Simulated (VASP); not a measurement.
# Ru (Fd-3m) in VASP: notebook

The runs below take Ru through single point, with PBE.

All numbers are computed with VASP 6.6.1; they aren't measurements. Logs are shortened: lines on timing, memory, paths and dates and some standing lists are left out, and cuts for length are marked.

## (1) The cell of the first run

Symmetry: Fd-3m, No. 227, cubic system. Conventional cell: a = 5.493 Å, b = 5.493 Å, c = 5.493 Å, α = 90.00°, β = 90.00°, γ = 90.00°. Ru (site symmetry -43m) has 4 Ru at 2.38 Å within 3.1 Å.

## (2) Single point, PBE

Input file INCAR:

```
SYSTEM = Ru
PREC = Accurate
ENCUT = 520
EDIFF = 1E-7
ISMEAR = -1
SIGMA = 0.06122561905347299
LREAL = .False.
LASPH = .True.
NELM = 60
ALGO = Normal
ISIF = 2
LWAVE = .False.
LCHARG = .False.
GGA = PE
NBANDS = 21
```

Input file KPOINTS:

```
Automatic mesh
0
Gamma
  12 12 12
  0 0 0
```

Input file POSCAR:

```
Ru
1.0
    0.0000000000      2.7463064905      2.7463064905
    2.7463064905      0.0000000000      2.7463064905
    2.7463064905      2.7463064905      0.0000000000
Ru
2
Direct
    0.0000000000      0.0000000000      0.0000000000
    0.2500000000      0.2500000000      0.2500000000
```

Potentials or basis: VASP PAW PBE potentials, release 64 (Ru_pv).

Run with:

```sh
$ cat potpaw_PBE.64/Ru_pv/POTCAR > POTCAR
$ mpirun -np 1 vasp_std > vasp.out
```

OUTCAR:

```text
SYSTEM = Ru
   PREC = Accurate
   ENCUT = 520
   EDIFF = 1E-7
   ISMEAR = -1
   LREAL = .False.
   LASPH = .True.
   NELM = 60
   ISIF = 2
   GGA = PE

 ion  position               nearest neighbor table
   1  0.000  0.000  0.000-   2 2.38   2 2.38   2 2.38   2 2.38
   2  0.250  0.250  0.250-   1 2.38   1 2.38   1 2.38   1 2.38

  LATTYP: Found a face centered cubic cell.
 ALAT       =     5.4926129810

  Lattice vectors:

 A1 = (   0.0000000000,   2.7463064905,   2.7463064905)
 A2 = (   2.7463064905,   0.0000000000,   2.7463064905)
 A3 = (   2.7463064905,   2.7463064905,   0.0000000000)

Analysis of symmetry for initial positions (statically):
=====================================================================
 Subroutine PRICEL returns:
 Original cell was already a primitive cell.

 Routine SETGRP: Setting up the symmetry group for a
 face centered cubic supercell.

 Subroutine GETGRP returns: Found 48 space group operations
 (whereof 24 operations were pure point group operations)
 out of a pool of 48 trial point group operations.

The static configuration has the point symmetry T_d .
 The point group associated with its full space group is O_h .

Analysis of symmetry for dynamics (positions and initial velocities):
=====================================================================
 Subroutine PRICEL returns:
 Original cell was already a primitive cell.

 Routine SETGRP: Setting up the symmetry group for a
 face centered cubic supercell.

 Subroutine GETGRP returns: Found 48 space group operations
 (whereof 24 operations were pure point group operations)
 out of a pool of 48 trial point group operations.

The dynamic configuration has the point symmetry T_d .
 The point group associated with its full space group is O_h .

 Subroutine INISYM returns: Found 48 space group operations
 (whereof 24 operations are pure point group operations),
 and found     1 'primitive' translations

----------------------------------------------------------------------------------------

                                     Primitive cell

  volume of cell :      41.4264

  direct lattice vectors                    reciprocal lattice vectors
     0.000000000  2.746306490  2.746306490    -0.182062709  0.182062709  0.182062709
     2.746306490  0.000000000  2.746306490     0.182062709 -0.182062709  0.182062709
     2.746306490  2.746306490  0.000000000     0.182062709  0.182062709 -0.182062709
[... 80 lines left out ...]
   LSORBIT =      F    spin-orbit coupling
   LASPH  =      T    aspherical Exc in radial PAW
   ENCUT  =  520.0 eV  38.22 Ry    6.18 a.u.   7.22  7.22  7.22*2*pi/ulx,y,z
   NELM   =     60;   NELMIN=  2; NELMDL= -5     # of ELM steps
   EDIFF  = 0.1E-06   stopping-criterion for ELM
   LREAL  =      F    real-space projection
   EDIFFG = 0.1E-05   stopping-criterion for IOM
   NSW    =      0    number of steps for IOM
   IBRION =     -1    ionic relax: 0-MD 1-quasi-New 2-CG
   NFREE  =      0    steps in history (QN), initial steepest desc. (CG)
   ISIF   =      2    stress and relaxation
   ISYM   =      2    0-nonsym 1-usesym 2-fastsym
   POTIM  = 0.5000    time-step for ionic-motion
   TEBEG  =    0.0;   TEEND  =   0.0 temperature during run
   PSTRESS=    0.0 pullay stress
   NELECT =      28.0000    total number of electrons
   NUPDOWN=      -1.0000    fix difference up-down
   EMIN   =  10.00;   EMAX   =-10.00  energy-range for DOS
   EFERMI =   0.00;   METHOD = LEGACY
   ISMEAR =    -1;   SIGMA  =   0.06  broadening in eV -4-tet -1-fermi 0-gaus
   EFERMI_NEDOS =   21; number of points for ismear=-14 and -15
   IALGO  =     38    algorithm
   IMIX   =      4    mixing-type and parameters
     AMIX     =   0.40;   BMIX     =  1.00
     AMIX_MAG =   1.60;   BMIX_MAG =  1.00
  volume/ion in A,a.u.               =      20.71       139.78
  Fermi-wavevector in a.u.,A,eV,Ry     =   1.436708  2.714984 28.084191  2.064130
  Thomas-Fermi vector in A             =   2.555866
   LORBIT       =      0    0 simple, 1 ext, 2 COOP (PROOUT), +10 PAW based schemes
   GGA     = PE    functional components
   LHFCALC =     F    Hartree Fock is set to
   AEXX    =    0.0000 exact exchange contribution
   IVDW    =     0    specifies the selected vdW correction
   LEPSILON=     F    determine dielectric tensor
   LRPA    =     F    only Hartree local field effects (RPA)
 non-spin polarized calculation
  energy-cutoff  :      520.00
  volume of cell :       41.43
 maximum number of plane-waves:      1139
 NGX is ok and might be reduce to    30
   NGX = 15   NGY = 15   NGZ = 15

 number of electron      27.9999993 magnetization

 Free energy of the ion-electron system (eV)
  ---------------------------------------------------
  ext. energy  EPLUGINS =         0.00000000
  ---------------------------------------------------
  free energy    TOTEN  =       -16.09560075 eV

  energy without entropy =      -16.07124991  energy(sigma->0) =      -16.08342533

 E-fermi :   6.7573     XC(G=0): -11.2221

 val. band max:        6.7529423987   @ k =   0.4167   0.2500   0.0833
 cond. band min:       6.8310171901   @ k =   0.4167   0.2500   0.0000
 fundamental gap:      0.0780747914
 Fermi energy:         6.7573189753

 k-point     1 :       0.0000    0.0000    0.0000
  band No.  band energies     occupation
      1     -36.3179      2.00000
      2     -36.3179      2.00000
      3     -36.3179      2.00000
      4     -35.4930      2.00000
      5     -35.4930      2.00000
      6     -35.4930      2.00000
[... 565 lines left out ...]
     20      15.8476      0.00000
     21      17.5683      0.00000

 [... further k-points ...]

------------------------ aborting loop because EDIFF is reached ----------------------------------------

  FORCE on cell =-STRESS in cart. coord.  units (eV):
  Direction    XX          YY          ZZ          XY          YZ          ZX
  --------------------------------------------------------------------------------------
  -------------------------------------------------------------------------------------
  Total       -0.7761161     -0.7761161     -0.7761161      0.0000000      0.0000000      0.0000000
  in kB      -30.0165162    -30.0165162    -30.0165162      0.0000000      0.0000000      0.0000000
  external PRESSURE =     -30.0165162 kB  Pullay stress =       0.0000000 kB

 VOLUME and BASIS-vectors are now :
 -----------------------------------------------------------------------------
  energy-cutoff  :      520.00
  volume of cell :       41.43
      direct lattice vectors                 reciprocal lattice vectors
     0.000000000  2.746306490  2.746306490    -0.182062709  0.182062709  0.182062709
     2.746306490  0.000000000  2.746306490     0.182062709 -0.182062709  0.182062709
     2.746306490  2.746306490  0.000000000     0.182062709  0.182062709 -0.182062709

 POSITION                                       TOTAL-FORCE (eV/Angst)
 -----------------------------------------------------------------------------------
      0.00000      0.00000      0.00000         0.000000      0.000000      0.000000
      1.37315      1.37315      1.37315        -0.000000     -0.000000     -0.000000
 -----------------------------------------------------------------------------------
    total drift:                                0.000000      0.000000      0.000000

  FREE ENERGIE OF THE ION-ELECTRON SYSTEM (eV)
  ---------------------------------------------------
  free  energy   TOTEN  =       -16.0956007458 eV

  energy  without entropy=      -16.0712499097  energy(sigma->0) =      -16.08342533
```

stdout:

```text
POSCAR found type information on POSCAR Ru
 POSCAR found :  1 types and       2 ions
 scaLAPACK will be used
 LDA part: xc-table for (Slater+PW92), standard interpolation
 POSCAR, INCAR and KPOINTS ok, starting setup
 FFT: planning ... GRIDC
 FFT: planning ... GRID_SOFT
 FFT: planning ... GRID
 WAVECAR not read
 entering main loop
```

Run time: 93 s. Hardware: 1 thread of AMD EPYC 7R43 (Zen 3), shared host; peak memory 0.15 GiB.

Results:

```
Free energy            : -16.0956 eV
Pressure               : -3.0 GPa
Band gap on the k mesh : zero (band 14 reaches 7.09 eV, above the bottom of band 15 at 6.27 eV)
```

Levels at points of the mesh, in eV from the Fermi level:
| k point | band 11 | band 12 | band 13 | band 14 | band 15 | band 16 | band 17 | band 18 |
| --- | --- | --- | --- | --- | --- | --- | --- | --- |
| (0.00, 0.00, 0.00) | -3.11 | -3.11 | -0.45 | -0.45 | -0.45 | 1.78 | 1.78 | 10.94 |
| (0.50, 0.00, 0.00) | -3.34 | -3.13 | -0.34 | 0.21 | 0.21 | 1.35 | 1.35 | 2.98 |
| (0.50, 0.50, 0.00) | -1.38 | -1.38 | -1.21 | -1.21 | 1.64 | 1.64 | 3.30 | 3.30 |

## (3) Single point, PBE

This run uses another cell than the first one, of 21.12 Å³/atom, 1.020 times its volume.

Input file INCAR:

```
  ALGO = Normal
  EDIFF = 1E-6
  ENCUT = 520
  GGA = PE
  ISIF = 2
  ISMEAR = -1
  LASPH = T
  LCHARG = T
  LELF = T
  LREAL = F
  LVHAR = T
  LWAVE = F
  NBANDS = 21
  NELM = 100
  PREC = Accurate
  SIGMA = 0.06122561905347299
```

Input file KPOINTS:

```
k-points
0
Gamma
  12 12 12
```

Input file POSCAR:

```
Ru
1.0
    0.0000000000      2.7641401493      2.7641401493
    2.7641401493      0.0000000000      2.7641401493
    2.7641401493      2.7641401493      0.0000000000
Ru
2
Direct
    0.0000000000      0.0000000000      0.0000000000
    0.2500000000      0.2500000000      0.2500000000
```

Potentials or basis: VASP PAW PBE potentials, release 64 (Ru_pv).

Run with:

```sh
$ cat potpaw_PBE.64/Ru_pv/POTCAR > POTCAR
$ mpirun -np 1 vasp_std > vasp.out
```

It took 68 s on 1 thread of AMD EPYC 7R43 (Zen 3), shared host; peak memory 0.16 GiB.

It converged, with:

```
Free energy            : -16.0736 eV
Pressure               : -5.8 GPa
Band gap on the k mesh : zero (band 14 reaches 6.85 eV, above the bottom of band 15 at 6.04 eV)
```

Levels at points of the mesh, in eV from the Fermi level:
```csv
k point,band 11,band 12,band 13,band 14,band 15,band 16,band 17,band 18
"(0.00, 0.00, 0.00)",-3.05,-3.05,-0.44,-0.44,-0.44,1.72,1.72,10.96
"(0.50, 0.00, 0.00)",-3.24,-3.08,-0.32,0.20,0.20,1.31,1.31,2.91
"(0.50, 0.50, 0.00)",-1.37,-1.37,-1.17,-1.17,1.59,1.59,3.23,3.23
```

## (4) Single point, PBE

This run uses another cell than the first one, of 21.12 Å³/atom, 1.020 times its volume.

Input file INCAR:

```
SYSTEM = Ru
ALGO = Normal
EDIFF = 1E-6
ENCUT = 520
GGA = PE
ISIF = 2
ISMEAR = -1
LASPH = .TRUE.
LCHARG = .TRUE.
LELF = .TRUE.
LREAL = .FALSE.
LVHAR = .TRUE.
LWAVE = .FALSE.
NBANDS = 21
NELM = 60
PREC = Accurate
SIGMA = 0.06122561905347299
```

Input file KPOINTS:

```
k-points
0
G
  12 12 12
  0 0 0
```

POSCAR is that of step 3.

Run with:

```sh
$ cat potpaw_PBE.64/Ru_pv/POTCAR > POTCAR
$ mpirun -np 1 vasp_std > vasp.out
```

It took 74 s on 1 thread of AMD EPYC 7R43 (Zen 3), shared host; peak memory 0.16 GiB.

Results (log left out):

```
Free energy            : -16.0736 eV
Pressure               : -5.8 GPa
Band gap on the k mesh : zero (band 14 reaches 6.85 eV, above the bottom of band 15 at 6.04 eV)
```

Levels at points of the mesh, in eV from the Fermi level:
```csv
k point,band 12,band 13,band 14,band 15,band 16,band 17
"(0.00, 0.00, 0.00)",-3.05,-0.44,-0.44,-0.44,1.72,1.72
"(0.50, 0.00, 0.00)",-3.08,-0.32,0.20,0.20,1.31,1.31
"(0.50, 0.50, 0.00)",-1.37,-1.17,-1.17,1.59,1.59,3.23
```

## (5) Single point, PBE

This run uses another cell than the first one, of 21.53 Å³/atom, 1.039 times its volume.

Input file INCAR:

```
PREC     = Accurate       # precision mode
ENCUT    = 520            # plane-wave cutoff, eV
EDIFF    = 1E-7           # SCF threshold, eV
ISMEAR   = -1             # smearing method
SIGMA    = 0.06122561905347299 # smearing width, eV
LREAL    = F              # projectors in reciprocal space
LASPH    = T              # aspherical terms in the spheres
NELM     = 100            # most SCF steps
ALGO     = Normal         # electronic algorithm
ISIF     = 2              # what is computed and relaxed
LWAVE    = F              # write WAVECAR
LCHARG   = F              # write CHGCAR
GGA      = PE             # functional
NBANDS   = 21             # bands
```

Input file KPOINTS:

```
Automatic mesh
0
Gamma
  12 12 12
```

Input file POSCAR:

```
Ru
1.0
    0.0000000000      2.7817466122      2.7817466122
    2.7817466122      0.0000000000      2.7817466122
    2.7817466122      2.7817466122      0.0000000000
Ru
2
Direct
    0.0000000000      0.0000000000      0.0000000000
    0.2500000000      0.2500000000      0.2500000000
```

Run with:

```sh
$ cat potpaw_PBE.64/Ru_pv/POTCAR > POTCAR
$ mpirun -np 1 vasp_std > vasp.out
```

Run time: 82 s. Hardware: 1 thread of AMD EPYC 7R43 (Zen 3), shared host; peak memory 0.16 GiB.

The run converged. Its results:

```yaml
Free_energy: -16.0384 eV
Pressure: -8.2 GPa
Band_gap_on_the_k_mesh: zero (band 14 reaches 6.61 eV, above the bottom of band 15 at 5.83 eV)
```

Levels at points of the mesh, in eV from the Fermi level:
| k point | band 10 | band 11 | band 12 | band 13 | band 14 | band 15 | band 16 | band 17 | band 18 | band 19 |
| --- | --- | --- | --- | --- | --- | --- | --- | --- | --- | --- |
| (0.00, 0.00, 0.00) | -2.98 | -2.98 | -2.98 | -0.43 | -0.43 | -0.43 | 1.67 | 1.67 | 10.97 | 10.97 |
| (0.50, 0.00, 0.00) | -3.16 | -3.16 | -3.04 | -0.30 | 0.19 | 0.19 | 1.27 | 1.27 | 2.84 | 9.92 |
| (0.50, 0.50, 0.00) | -3.16 | -1.36 | -1.36 | -1.14 | -1.14 | 1.54 | 1.54 | 3.17 | 3.17 | 5.05 |

## (6) The runs side by side

```tsv
cell	gap on the mesh (eV)	pressure (GPa)
a = 3.884 Å, angles 60.0°, 2 atoms	none	-3.0
a = 3.909 Å, angles 60.0°, 2 atoms	none	-5.8
a = 3.934 Å, angles 60.0°, 2 atoms	none	-8.2
```

Alike in all rows: task single point; level PBE; potentials or basis VASP PAW PBE potentials, release 64 (Ru_pv); no spin polarisation; k mesh 12 × 12 × 12; cutoff (eV) 520; smearing fermi-dirac 0.0612256 eV.

Total energies depend on the potentials used, so only differences within one code and one set of settings carry meaning.
